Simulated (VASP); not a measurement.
## CoSi2 (fluorite type): single point with PBE

Crystal: CoSi2 (fluorite type).

```
Co Si
1.0
     0.00000    2.48784    2.48784
     2.48784    0.00000    2.48784
     2.48784    2.48784    0.00000
Co Si
1 2
Direct
  0.00000 0.00000 0.00000
  0.25000 0.25000 0.25000
  0.75000 0.75000 0.75000
```

This cell differs from its parent crystal: volume scaled by 0.8.

```json
{"Program": "VASP 6.6.1", "Task": "single point", "Functional": "PBE", "Potentials or basis": "VASP PAW PBE potentials, release 64 (Co, Si)", "Cutoff": "520 eV", "k mesh": "11 × 11 × 11", "Occupations": "fermi-dirac, width 0.1 eV", "Spin": "no spin polarisation"}
```

The pressure is 65.4 GPa.

Levels at points of the mesh, in eV from the Fermi level:
```csv
k point,band 7,band 8,band 9,band 10,band 11,band 12
"(0.00, 0.00, 0.00)",3.22,3.43,3.43,3.43,4.38,4.38
```

It took 58 s on 1 thread of Intel Xeon 8259CL (shared host), peak memory 0.17 GiB.

 Spin polarisation is off, so any magnetic state and its effect on volume and gap are missing.
